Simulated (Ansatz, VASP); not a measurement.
CuO: VASP beside Ansatz

```
Cu O
1.0
     2.87950    0.00000    0.00000
     0.03907    2.87928    0.00000
     0.01750    0.01724    5.17634
Cu O
2 2
Direct
  0.98699 0.50655 0.99987
  0.48639 0.00099 0.50254
  0.99593 0.99062 0.74703
  0.00004 0.99172 0.25001
```

Change from the starting cell: atoms moved at random, drawn with an rms of 0.05 Å.

Alike in both runs: task single point; functional PBEsol; k mesh 9 × 9 × 5; occupations fermi-dirac, width 0.05 eV; no spin polarisation.

|  | VASP | Ansatz |
| --- | --- | --- |
| version | VASP 6.6.1 | Ansatz 0.2.0 |
| potentials or method | VASP PAW PBE potentials, release 64 (Cu, O), cutoff 520 eV | all-electron LAPW, scalar-relativistic |

Ansatz gave:

| Property | Result |
| --- | --- |
| gap on the k mesh at the Fermi level (eV) | none |
| pressure (GPa) | -1.7 |
| traceless stress, the component that is largest in VASP (GPa) | -2.39 |
| rms of the force components (eV/Å) | 0.335 |

Question: Which values does VASP return?

Answer: gap on the k mesh at the Fermi level (eV): none; pressure (GPa): -1.0; traceless stress, the component that is largest in VASP (GPa): -2.09; rms of the force components (eV/Å): 0.344.

VASP's potentials were made for PBE, not for PBEsol. Atom by atom the forces differ by 0.009 eV/Å (rms over components). A gap of «none» marks a metal or a gap that the smearing closes. Ansatz ran all-electron here, and VASP with PAW potentials.
